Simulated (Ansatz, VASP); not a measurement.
**One calculation of Li, two programs**

INCAR

```
SYSTEM = Li
ALGO = Normal
EDIFF = 1E-6
ENCUT = 750
GGA = LIBXC
GGA_COMPAT = .FALSE.
ISIF = 2
ISMEAR = -1
LASPH = .TRUE.
LCHARG = .FALSE.
LIBXC1 = GGA_X_B88
LIBXC2 = GGA_C_PBE
LNONCOLLINEAR = .TRUE.
LORBIT = 11
LREAL = .FALSE.
LWAVE = .FALSE.
MAGMOM = 0 0 0.5
NBANDS = 14
NELM = 200
PREC = Accurate
SIGMA = 0.1
```

The input KPOINTS:

```
k-points
0
G
  8 8 8
  0 0 0
```

The input POSCAR:

```
Li
1.0
    0.0341900000      2.2244470000      2.2440690000
    2.2485740000      0.0620410000      2.2162180000
    2.2468630000      2.1948860000      0.0637520000
Li
1
Direct
    0.0000000000      0.0000000000      0.0000000000
```

File input.yaml:

```yaml
crystal:
  lattice:
    - [0.03419, 2.224447, 2.244069]
    - [2.248574, 0.062041, 2.216218]
    - [2.246863, 2.194886, 0.063752]
  atoms:
    - { symbol: Li, position: [0.0, 0.0, 0.0], spin: 0.5, spin_axis: [0.0, 0.0, 0.5] }
hamiltonian:
  xc: { exchange: b88, correlation: pbe }
  pseudopotentials: { kind: nc, accuracy: standard }
magnetization:
  noncollinear: true
  spin_orbit: false
kpoints:
  mp_grid: { grid: [8, 8, 8] }
scf:
  occupations: { method: fermi_dirac, width: 0.1 }
  initial_density: { chi_scale: 0.1 }
output:
  forces: true
  stress: true
  eigenvalues: true
  write_density: true
  write_potential: true
  elf: true
  volumetric_format: npy
```

Alike in both runs: functional b88 exchange, pbe correlation; k mesh 8 × 8 × 8; occupations fermi-dirac, width 0.1 eV; non-collinear spin.

|  | VASP | Ansatz |
| --- | --- | --- |
| version | VASP 6.6.1 | Ansatz 0.2.0 |
| potentials or method | VASP PAW PBE potentials, release 64 (Li_sv) | PseudoDojo standard (PBE files) |
| plane-wave cutoff (eV) | 750 | 1007 |
| valence electrons in the cell | 3 | 3 |
| task | single point | electron localisation function |

Ansatz gave:

| Item | Value |
| --- | --- |
| gap on the k mesh at the Fermi level (eV) | none |
| pressure (GPa) | -0.1 |
| traceless stress, the component that is largest in VASP (GPa) | -0.45 |
| net moment per atom (μB) | 0.00 |

Q: Which values does VASP return?

A: gap on the k mesh at the Fermi level (eV): none; pressure (GPa): -0.3; traceless stress, the component that is largest in VASP (GPa): -0.45; net moment per atom (μB): 0.00.

VASP's potentials were made for PBE, not for b88 exchange, pbe correlation. A gap of «none» marks a metal or a gap that the smearing closes.

Noted on Ansatz's run: the potentials were made for another functional, which shifts forces and pressure.
